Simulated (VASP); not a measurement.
Crystal: BN.

```
B N
1.0
     2.54800    0.00000    0.00000
    -1.27400    2.20663    0.00000
     0.00000    0.00000    8.37536
B N
4 4
Direct
  0.00000 0.00000 0.00039
  0.33333 0.66667 0.24969
  0.00000 0.00000 0.50039
  0.66667 0.33333 0.74969
  0.00000 0.00000 0.18699
  0.33333 0.66667 0.43793
  0.00000 0.00000 0.68699
  0.66667 0.33333 0.93793
```

Base run:

```yaml
Program: VASP 6.6.1
Functional: r2SCAN
Potentials_or_basis: VASP PAW PBE potentials, release 64 (B, N)
Cutoff: 520 eV
k_mesh: 12 × 12 × 4
Occupations: gaussian, width 0.01 eV
Spin: no spin polarisation
```

Its results: band gap on the k mesh 6.06 eV, indirect (least direct gap 8.17 eV); pressure 1.1 GPa.

Question: The run is repeated on the same cell with these changes: functional from r2SCAN to PBE; occupations from gaussian, width 0.01 eV to fermi-dirac, width 0.02 eV. What comes out?

Answer: Band gap on the k mesh 5.52 eV, indirect (least direct gap 7.55 eV); pressure 5.0 GPa.

Caveats: the PAW data sets were made with another functional, which shifts forces and pressure a little (some runs).

A k mesh can miss the band edges.
